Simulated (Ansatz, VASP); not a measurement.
**As: VASP beside Ansatz**

```
As
1.0
     1.87988    1.08535    3.32851
    -1.87988    1.08535    3.32851
     0.00000   -2.17070    3.32851
As
2
Direct
  0.76947 0.76947 0.76947
  0.23053 0.23053 0.23053
```

Alike in both runs: functional LDA; k mesh 15 × 15 × 15; occupations gaussian, width 0.1 eV; no spin polarisation.

Ansatz relaxed the structure, and its values are those at the end. VASP's run is a single point on that final structure, the one shown.

|  | VASP | Ansatz |
| --- | --- | --- |
| version | VASP 6.6.1 | Ansatz 0.2.0 |
| potentials or method | VASP PAW LDA potentials, release 64 (As_d), cutoff 600 eV | scalar-relativistic, plane waves, PAW |
| valence electrons in the cell | 30 | 30 |

Ansatz gave:

* gap on the k mesh at the Fermi level (eV): none
* pressure (GPa): 0.0
* rms of the force components (eV/Å): 0.002

What did VASP give for the same quantities?

gap on the k mesh at the Fermi level (eV): none; pressure (GPa): 0.3; rms of the force components (eV/Å): 0.020.

LDA's correlation is that of Perdew and Zunger in VASP and of Perdew and Wang (1992) in Ansatz. A gap of «none» marks a metal or a gap that the smearing closes.
